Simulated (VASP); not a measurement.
Write the native input for VASP 6.6.1 that does the following.

```yaml
Task: single point
Functional: PBE
Potentials_or_basis: VASP PAW PBE potentials, release 64 (Ge_d)
Cutoff: 500 eV
k_mesh: 6 × 6 × 6
Occupations: gaussian, width 0.02 eV
Spin: no spin polarisation
Dipole_correction: no
Further_INCAR_settings: ALGO = Normal; EDIFF = 1e-06; NBANDS = 21
```

The structure of Ge lies in POSCAR:

```
Ge
1.0
    0.0000000000      2.8289100000      2.8713436500
    2.8289100000      0.0000000000      2.8713436500
    2.8289100000      2.8289100000      0.0000000000
Ge
2
Direct
    0.0000000000      0.0000000000      0.0000000000
    0.2500000000      0.2500000000      0.2500000000
```

The input as run:

INCAR

```
SYSTEM = Ge
  PREC = Accurate
  ENCUT = 500
  EDIFF = 1E-6
  ISMEAR = 0
  SIGMA = 0.02
  LREAL = .False.
  LASPH = .True.
  NELM = 120
  ALGO = Normal
  ISIF = 2
  LWAVE = .False.
  LCHARG = .True.
  GGA = PE
  LELF = .True.
  LVHAR = .True.
  NBANDS = 21
  GGA_COMPAT = .False.
```

KPOINTS

```
regular mesh
0
Gamma
  6 6 6
  0 0 0
```

Potentials or basis: VASP PAW PBE potentials, release 64 (Ge_d).

The run is started by

```bash
$ cat potpaw_PBE.64/Ge_d/POTCAR > POTCAR
$ mpirun -np 1 vasp_std > vasp.out
```

Results of the run:

```
Pressure               : 2.5 GPa
Band gap on the k mesh : zero (filled and empty bands touch)
```

Caveat: semilocal functionals underestimate gaps, so a narrow gap can read as zero.

Run time: 44 s on 1 thread of Intel Xeon 8259CL, with other jobs on the host, peak memory 0.17 GiB.
